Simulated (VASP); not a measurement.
A run of VASP 6.6.1:

File INCAR:

```
SYSTEM = BeB2
PREC = Accurate
ENCUT = 520
EDIFF = 1E-7
ISMEAR = -1
SIGMA = 0.1
LREAL = .FALSE.
LASPH = .TRUE.
NELM = 80
ALGO = Normal
ISIF = 2
LWAVE = .FALSE.
LCHARG = .TRUE.
LDIPOL = .TRUE.
IDIPOL = 3
DIPOL = 0.5 0.5 0.493
GGA = PS
LELF = .TRUE.
LVHAR = .TRUE.
LVACPOTAV = .TRUE.
NBANDS = 28
```

File KPOINTS:

```
Automatic mesh
0
G
  6 6 1
  0 0 0
```

Contents of POSCAR:

```
BeB2
1.0
    4.1063539576      0.0000000000      0.0000000000
    1.0450981785      2.7369428000      0.0000000000
    0.0000000000      0.0000000000     23.2948944516
Be B
4 8
Direct
    0.0000000000      0.0000000000      0.3434228911
    0.4374253999      0.2812872997      0.4251152958
    0.8748507999      0.5625745994      0.5068077005
    0.3122761998      0.8438618991      0.5885001053
    0.8645211652      0.5677394221      0.4114998947
    0.5729042348      0.7135478776      0.3570382921
    0.3019465651      0.8490267218      0.4931922995
    0.0103296347      0.9948351772      0.4387306969
    0.7393719650      0.1303140215      0.5748847042
    0.4477550346      0.2761224769      0.5204231016
    0.1767973650      0.4116013212      0.6565771089
    0.8851804346      0.5574097766      0.6021155063
```

Potentials or basis: VASP PAW PBE potentials, release 64 (Be, B).

The run is started by

```console
$ cat potpaw_PBE.64/Be/POTCAR potpaw_PBE.64/B/POTCAR > POTCAR
$ mpirun -np 1 vasp_std > vasp.out
```

Hardware: 1 thread of Intel(R) Xeon(R) Platinum 8259CL CPU @ 2.50GHz (Skylake/Cascade Lake) (shared host).

Estimate the wall time of this run.

It took 2.9 min on 1 thread of Intel(R) Xeon(R) Platinum 8259CL CPU @ 2.50GHz (Skylake/Cascade Lake) (shared host), peak memory 0.38 GiB. Counts: scf iterations 29, k points 13.
